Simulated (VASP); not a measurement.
Cs2Au:

```
Cs Au
1.0
     4.79198    0.00000    0.00000
    -2.39599    4.14998    0.00000
     0.00000    0.00000    5.31086
Cs Au
2 1
Direct
  0.33333 0.66667 0.50000
  0.66667 0.33333 0.50000
  0.00000 0.00000 0.00000
```

* Program: VASP 6.6.1
* Task: relaxation of cell and atoms
* Functional: PBE
* Potentials or basis: VASP PAW PBE potentials, release 64 (Cs_sv, Au)
* Cutoff: 600 eV
* k mesh: 6 × 6 × 4
* Occupations: gaussian, width 0.1 eV
* Spin: no spin polarisation

At the start: pressure 17.9 GPa; volume 35.21 Å³/atom.

**Question.** How do energy, volume and symmetry change on relaxing?

**Answer.** Over 15 steps the energy falls by 1326.2 meV/atom and the volume is 50.02 Å³/atom (+42.1 %); space group P6/mmm (No. 191, to 0.05 Å).

The path:
```tsv
step	energy change (eV)	largest force (eV/Å)	pressure (GPa)	volume (Å³)
1	0.0000	0.0000	17.90	105.62
2	-3.7638	0.0000	-0.40	172.55
3	-3.7788	0.0000	-0.46	175.65
4	-3.7997	0.0000	-0.58	181.90
5	-3.8048	0.0000	-0.80	194.67
6	-3.8086	0.0000	-0.69	188.20
7	-3.8792	0.0000	-0.62	181.18
8	-3.9422	0.0000	-0.47	171.46
9	-3.9384	0.0000	-0.39	152.06
10	-3.9604	0.0000	-0.35	161.02
11	-3.9609	0.0000	-0.36	162.69
12	-3.9730	0.0000	-0.21	157.31
13	-3.9778	0.0000	-0.07	152.44
14	-3.9781	0.0000	-0.03	151.08
15	-3.9787	0.0000	-0.03	150.07
```

Final structure:
```
CELL_PARAMETERS angstrom
6.34578 0.00000 0.00000
-3.17289 5.49560 0.00000
0.00000 0.00000 4.30308
ATOMIC_POSITIONS crystal
Cs 0.33333 0.66667 0.50000
Cs 0.66667 0.33333 0.50000
Au 0.00000 0.00000 0.00000
```

Caveat: the volume moved by over 15 % at a fixed basis, so the end points are rough.
